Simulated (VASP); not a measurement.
# In2WSe3 (P-6m2) in VASP: single point with r2SCAN

Aim: the single point of In2WSe3 with r2SCAN.

Program: VASP 6.6.1. These are calculated values, not measurements. Logs are shortened: lines on timing, memory, paths and dates and some standing lists are left out, and cuts for length are marked.

**1. The cell of the first run**

The structure is hexagonal, space group P-6m2 (No. 187). Conventional cell: a = 3.480 Å, b = 3.480 Å, c = 15.471 Å, α = 90.00°, β = 90.00°, γ = 120.00°. Within 3.8 Å of In (site symmetry 3m) lie 3 Se at 2.88 Å and 6 In at 3.48 Å. W (site symmetry -6m2) has 6 Se at 2.58 Å and 6 W at 3.48 Å within 3.5 Å. Within 3.5 Å of Se (site symmetry 3m) lie 3 W at 2.58 Å and 7 Se at 3.25 to 3.48 Å. Within 3.8 Å of Se (site symmetry -6m2) lie 6 In at 2.88 Å and 6 Se at 3.48 Å.

**2. Single point, r2SCAN**

The input, POSCAR:

```
In2WSe3
1.0
    3.4804851618      0.0000000000      0.0000000000
   -1.7402425809      3.0141885676      0.0000000000
    0.0000000000      0.0000000000     15.4713295178
In W Se
2 1 3
Direct
    0.6666666667      0.3333333333      0.6336544072
    0.6666666667      0.3333333333      0.3663455928
    0.0000000000      0.0000000000      0.0000000000
    0.3333333333      0.6666666667      0.8951238693
    0.3333333333      0.6666666667      0.1048761307
    0.0000000000      0.0000000000      0.5000000000
```

The input, INCAR.step1:

```
SYSTEM = In2WSe3
PREC     = Accurate       ! precision mode
ENCUT    = 550            ! plane-wave cutoff, eV
ISMEAR   = 0              ! smearing method
SIGMA    = 0.1            ! smearing width, eV
LREAL    = .FALSE.        ! projectors in reciprocal space
LASPH    = .TRUE.         ! aspherical terms in the spheres
NELM     = 120            ! most SCF steps
NBANDS   = 38             ! bands
GGA      = PE             ! functional
ALGO     = Normal         ! electronic algorithm
EDIFF    = 1E-5           ! SCF threshold, eV
LWAVE    = .TRUE.         ! write WAVECAR
LCHARG   = .FALSE.        ! write CHGCAR
GGA_COMPAT= .FALSE.
```

The input, INCAR.step2:

```
SYSTEM = In2WSe3
PREC     = Accurate       ! precision mode
ENCUT    = 550            ! plane-wave cutoff, eV
EDIFF    = 1E-6           ! SCF threshold, eV
ISMEAR   = 0              ! smearing method
SIGMA    = 0.1            ! smearing width, eV
LREAL    = .FALSE.        ! projectors in reciprocal space
LASPH    = .TRUE.         ! aspherical terms in the spheres
NELM     = 120            ! most SCF steps
ALGO     = Normal         ! electronic algorithm
ISIF     = 2              ! what is computed and relaxed
LWAVE    = .FALSE.        ! write WAVECAR
LCHARG   = .TRUE.         ! write CHGCAR
METAGGA  = R2SCAN         ! meta-GGA
LMIXTAU  = .TRUE.       
LELF     = .TRUE.         ! ELF
LVHAR    = .TRUE.       
NBANDS   = 38             ! bands
ISTART   = 1            
GGA_COMPAT= .FALSE.
```

The input, KPOINTS:

```
regular mesh
0
G
  12 12 2
  0 0 0
```

Potentials or basis: VASP PAW PBE potentials, release 64 (In_d, W_sv, Se).

Run with:

```
$ cat potpaw_PBE.64/In_d/POTCAR potpaw_PBE.64/W_sv/POTCAR potpaw_PBE.64/Se/POTCAR > POTCAR
$ cp INCAR.step1 INCAR
$ mpirun -np 1 vasp_std > vasp.out
$ cp INCAR.step2 INCAR
$ mpirun -np 1 vasp_std > vasp.out
```

OUTCAR:

```text
SYSTEM = In2WSe3
   PREC = Accurate
   ENCUT = 550
   EDIFF = 1E-6
   ISMEAR = 0
   LREAL = .FALSE.
   LASPH = .TRUE.
   NELM = 120
   ISIF = 2
   METAGGA = R2SCAN
   ISTART = 1

 ion  position               nearest neighbor table
   1  0.667  0.333  0.634-   6 2.88   6 2.88   6 2.88
   2  0.667  0.333  0.366-   6 2.88   6 2.88   6 2.88
   3  0.000  0.000  0.000-   4 2.58   5 2.58   4 2.58   5 2.58   4 2.58   5 2.58
   4  0.333  0.667  0.895-   3 2.58   3 2.58   3 2.58
   5  0.333  0.667  0.105-   3 2.58   3 2.58   3 2.58
   6  0.000  0.000  0.500-   1 2.88   2 2.88   1 2.88   2 2.88   1 2.88   2 2.88

  LATTYP: Found a hexagonal cell.
 ALAT       =     3.4804851618
 C/A-ratio  =     4.4451646246

  Lattice vectors:

 A1 = (   3.4804851618,   0.0000000000,   0.0000000000)
 A2 = (  -1.7402425809,   3.0141885676,   0.0000000000)
 A3 = (   0.0000000000,   0.0000000000,  15.4713295178)

Analysis of symmetry for initial positions (statically):
=====================================================================
 Subroutine PRICEL returns:
 Original cell was already a primitive cell.

 Routine SETGRP: Setting up the symmetry group for a
 hexagonal supercell.

 Subroutine GETGRP returns: Found 12 space group operations
 (whereof 12 operations were pure point group operations)
 out of a pool of 24 trial point group operations.

The static configuration has the point symmetry D_3h.

Analysis of symmetry for dynamics (positions and initial velocities):
=====================================================================
 Subroutine PRICEL returns:
 Original cell was already a primitive cell.

 Routine SETGRP: Setting up the symmetry group for a
 hexagonal supercell.

 Subroutine GETGRP returns: Found 12 space group operations
 (whereof 12 operations were pure point group operations)
 out of a pool of 24 trial point group operations.

The dynamic configuration has the point symmetry D_3h.

 Subroutine INISYM returns: Found 12 space group operations
 (whereof 12 operations are pure point group operations),
 and found     1 'primitive' translations

----------------------------------------------------------------------------------------

                                     Primitive cell

  volume of cell :     162.3072

  direct lattice vectors                    reciprocal lattice vectors
     3.480485162  0.000000000  0.000000000     0.287316266  0.165882123  0.000000000
    -1.740242581  3.014188568  0.000000000     0.000000000  0.331764247  0.000000000
     0.000000000  0.000000000 15.471329518     0.000000000  0.000000000  0.064635686

  length of vectors
     3.480485162  3.480485162 15.471329518     0.331764247  0.331764247  0.064635686

  position of ions in fractional coordinates (direct lattice)
     0.666666667  0.333333333  0.633654407
     0.666666667  0.333333333  0.366345593
     0.000000000  0.000000000  0.000000000
     0.333333333  0.666666667  0.895123869
     0.333333333  0.666666667  0.104876131
     0.000000000  0.000000000  0.500000000

  ion indices of the primitive-cell ions
   primitive index   ion index
                 1           1
                 2           2
                 3           3
                 4           4
                 5           5
                 6           6

----------------------------------------------------------------------------------------

 KPOINTS: regular mesh

Automatic generation of k-mesh.
 Grid dimensions read from file:
 generate k-points for:   12   12    2

 Generating k-lattice:

  Cartesian coordinates                     Fractional coordinates (reciprocal lattice)
     0.023943022  0.013823510  0.000000000     0.083333333  0.000000000  0.000000000
     0.000000000  0.027647021  0.000000000     0.000000000  0.083333333  0.000000000
     0.000000000  0.000000000  0.032317843     0.000000000  0.000000000  0.500000000

  Length of vectors
     0.027647021  0.027647021  0.032317843

  Shift w.r.t. Gamma in fractional coordinates (k-lattice)
     0.000000000  0.000000000  0.000000000

 Subroutine IBZKPT returns following result:
 ===========================================

 Found     38 irreducible k-points:

 Following reciprocal coordinates:
            Coordinates               Weight
  0.000000  0.000000  0.000000      1.000000
  0.083333 -0.000000  0.000000      6.000000
  0.166667  0.000000  0.000000      6.000000
  0.250000  0.000000  0.000000      6.000000
  0.333333 -0.000000  0.000000      6.000000
  0.416667  0.000000  0.000000      6.000000
[... 16 lines left out ...]
  0.250000  0.000000  0.500000      6.000000
  0.333333 -0.000000  0.500000      6.000000
 [... further k-points ...]
   k-points           NKPTS =     38   k-points in BZ     NKDIM =     38   number of bands    NBANDS=     38
   number of dos      NEDOS =    301   number of ions     NIONS =      6
   total plane-waves  NPLWV =  94080
   dimension x,y,z NGX =    28 NGY =   28 NGZ =  120
   dimension x,y,z NGXF=    56 NGYF=   56 NGZF=  240
   ions per type =               2   1   3
   NGX,Y,Z   is equivalent  to a cutoff of  13.37, 13.37, 12.89 a.u.
   NGXF,Y,Z  is equivalent  to a cutoff of  26.75, 26.75, 25.79 a.u.
 SYSTEM =  In2WSe3
   PREC   = accura    normal or accurate (medium, high low for compatibility)
   ISTART =      1    job   : 0-new  1-cont  2-samecut
   ICHARG =      0    charge: 1-file 2-atom 10-const
   ISPIN  =      1    spin polarized calculation?
   LNONCOLLINEAR =      F non collinear calculations
   LSORBIT =      F    spin-orbit coupling
   LASPH  =      T    aspherical Exc in radial PAW
   ENCUT  =  550.0 eV  40.42 Ry    6.36 a.u.   6.66  6.66 29.58*2*pi/ulx,y,z
   NELM   =    120;   NELMIN=  2; NELMDL=  0     # of ELM steps
   EDIFF  = 0.1E-05   stopping-criterion for ELM
   LREAL  =      F    real-space projection
   EDIFFG = 0.1E-04   stopping-criterion for IOM
   NSW    =      0    number of steps for IOM
   IBRION =     -1    ionic relax: 0-MD 1-quasi-New 2-CG
   NFREE  =      0    steps in history (QN), initial steepest desc. (CG)
   ISIF   =      2    stress and relaxation
   ISYM   =      2    0-nonsym 1-usesym 2-fastsym
   POTIM  = 0.5000    time-step for ionic-motion
   TEBEG  =    0.0;   TEEND  =   0.0 temperature during run
   PSTRESS=    0.0 pullay stress
   NELECT =      58.0000    total number of electrons
   NUPDOWN=      -1.0000    fix difference up-down
   EMIN   =  10.00;   EMAX   =-10.00  energy-range for DOS
   EFERMI =   0.00;   METHOD = LEGACY
   ISMEAR =     0;   SIGMA  =   0.10  broadening in eV -4-tet -1-fermi 0-gaus
   EFERMI_NEDOS =   21; number of points for ismear=-14 and -15
   IALGO  =     38    algorithm
   IMIX   =      4    mixing-type and parameters
     AMIX     =   0.40;   BMIX     =  1.00
     AMIX_MAG =   1.60;   BMIX_MAG =  1.00
  volume/ion in A,a.u.               =      27.05       182.55
  Fermi-wavevector in a.u.,A,eV,Ry     =   1.161729  2.195350 18.362621  1.349615
  Thomas-Fermi vector in A             =   2.298298
   LORBIT       =      0    0 simple, 1 ext, 2 COOP (PROOUT), +10 PAW based schemes
   METAGGA = R2SCAN    functional components
   LHFCALC =     F    Hartree Fock is set to
   AEXX    =    0.0000 exact exchange contribution
   IVDW    =     0    specifies the selected vdW correction
   LEPSILON=     F    determine dielectric tensor
   LRPA    =     F    only Hartree local field effects (RPA)
 non-spin polarized calculation
 Gauss-broadening in eV      SIGMA  =   0.10
  energy-cutoff  :      550.00
  volume of cell :      162.31
 maximum number of plane-waves:      4800
 NGX is ok and might be reduce to    28
   NGX = 13   NGY = 13   NGZ = 59

 number of electron      57.9999993 magnetization

 Free energy of the ion-electron system (eV)
  ---------------------------------------------------
  ext. energy  EPLUGINS =         0.00000000
  ---------------------------------------------------
  free energy    TOTEN  =      -141.40231666 eV

  energy without entropy =     -141.39886027  energy(sigma->0) =     -141.40058846

 E-fermi :   4.8620     XC(G=0):  -9.8857

 val. band max:        4.7525643805   @ k =   0.3333   0.3333   0.0000
 cond. band min:       4.8671810517   @ k =   0.3333   0.3333   0.0000
 fundamental gap:      0.1146166712
 Fermi energy:         4.8619858800

 k-point     1 :       0.0000    0.0000    0.0000
  band No.  band energies     occupation
      1     -72.4176      2.00000
      2     -35.9183      2.00000
      3     -35.9183      2.00000
      4     -35.8864      2.00000
      5     -11.1590      2.00000
      6     -10.3329      2.00000
[... 30 lines left out ...]
     37      11.4074      0.00000
     38      11.8882      0.00000

 k-point     2 :       0.0833   -0.0000    0.0000
  band No.  band energies     occupation
      1     -72.4172      2.00000
      2     -35.9273      2.00000
      3     -35.9204      2.00000
      4     -35.8846      2.00000
      5     -11.0732      2.00000
      6     -10.3454      2.00000
[... 30 lines left out ...]
     37      11.6550      0.00000
     38      12.2264      0.00000

 k-point     3 :       0.1667    0.0000    0.0000
  band No.  band energies     occupation
      1     -72.4163      2.00000
      2     -35.9521      2.00000
      3     -35.9263      2.00000
      4     -35.8799      2.00000
      5     -10.8290      2.00000
      6     -10.3876      2.00000
[... 30 lines left out ...]
     37      10.6239      0.00000
     38      11.0959      0.00000

 k-point     4 :       0.2500    0.0000    0.0000
  band No.  band energies     occupation
      1     -72.4150      2.00000
      2     -35.9857      2.00000
      3     -35.9343      2.00000
      4     -35.8734      2.00000
      5     -10.4685      2.00000
      6     -10.4419      2.00000
[... 30 lines left out ...]
     37      10.5132      0.00000
     38      10.6352      0.00000
[... 703 lines left out ...]
      4     -35.8799      2.00000
      5     -10.8290      2.00000
      6     -10.3877      2.00000
[... 30 lines left out ...]
     37      10.6109      0.00000
     38      11.1782      0.00000

 k-point    23 :       0.2500    0.0000    0.5000
  band No.  band energies     occupation
      1     -72.4150      2.00000
      2     -35.9857      2.00000
      3     -35.9343      2.00000
      4     -35.8734      2.00000
      5     -10.4683      2.00000
      6     -10.4421      2.00000
[... 30 lines left out ...]
     37      10.0150      0.00000
     38      10.9995      0.00000

 k-point    24 :       0.3333   -0.0000    0.5000
  band No.  band energies     occupation
      1     -72.4138      2.00000
      2     -36.0190      2.00000
      3     -35.9423      2.00000
      4     -35.8670      2.00000
      5     -10.4890      2.00000
      6     -10.3545      2.00000
[... 30 lines left out ...]
     37       9.4165      0.00000
     38      10.3152      0.00000

 [... further k-points ...]
[... 5 lines left out ...]
  --------------------------------------------------------------------------------------
  -------------------------------------------------------------------------------------
  Total       -0.8621429     -0.8621429     -2.2062414      0.0000000      0.0000000     -0.0000000
  in kB       -8.5104396     -8.5104396    -21.7783901      0.0000000      0.0000000     -0.0000000
  external PRESSURE =     -12.9330898 kB  Pullay stress =       0.0000000 kB

 VOLUME and BASIS-vectors are now :
 -----------------------------------------------------------------------------
  energy-cutoff  :      550.00
  volume of cell :      162.31
      direct lattice vectors                 reciprocal lattice vectors
     3.480485162  0.000000000  0.000000000     0.287316266  0.165882123  0.000000000
    -1.740242581  3.014188568  0.000000000     0.000000000  0.331764247  0.000000000
     0.000000000  0.000000000 15.471329518     0.000000000  0.000000000  0.064635686

 POSITION                                       TOTAL-FORCE (eV/Angst)
 -----------------------------------------------------------------------------------
      1.74024      1.00473      9.80348        -0.000000     -0.000000     -0.245728
      1.74024      1.00473      5.66785         0.000000      0.000000      0.245728
      0.00000      0.00000      0.00000        -0.000000      0.000000      0.000000
     -0.00000      2.00946     13.84876        -0.000000     -0.000000      0.227094
     -0.00000      2.00946      1.62257         0.000000     -0.000000     -0.227094
      0.00000      0.00000      7.73566         0.000000      0.000000      0.000000
 -----------------------------------------------------------------------------------
    total drift:                                0.000001     -0.000000      0.000000

  FREE ENERGIE OF THE ION-ELECTRON SYSTEM (eV)
  ---------------------------------------------------
  free  energy   TOTEN  =      -141.4023166593 eV

  energy  without entropy=     -141.3988602667  energy(sigma->0) =     -141.40058846
```

Run time: 23 min. Hardware: 1 thread of Oxide Virtual Turin-like, shared host; peak memory 0.46 GiB.

Results:

```
Free energy            : -141.4023 eV
Pressure               : -1.3 GPa
Largest force          : 0.246 eV/Å
Band gap on the k mesh : zero (bands 29 and 30 overlap by 0.46 eV)
```

Forces in eV/Å, atoms in the order of the input:
```
In   0.000  0.000 -0.246
In   0.000  0.000  0.246
W    0.000  0.000  0.000
Se   0.000  0.000  0.227
Se   0.000  0.000 -0.227
Se   0.000  0.000  0.000
```

Caveat: the PAW data sets were made with another functional, which shifts forces and pressure a little; spin-orbit coupling is left out, which moves the levels of the heavy elements.

The gap in the log of VASP goes by the Fermi energy; the results here count the filled bands.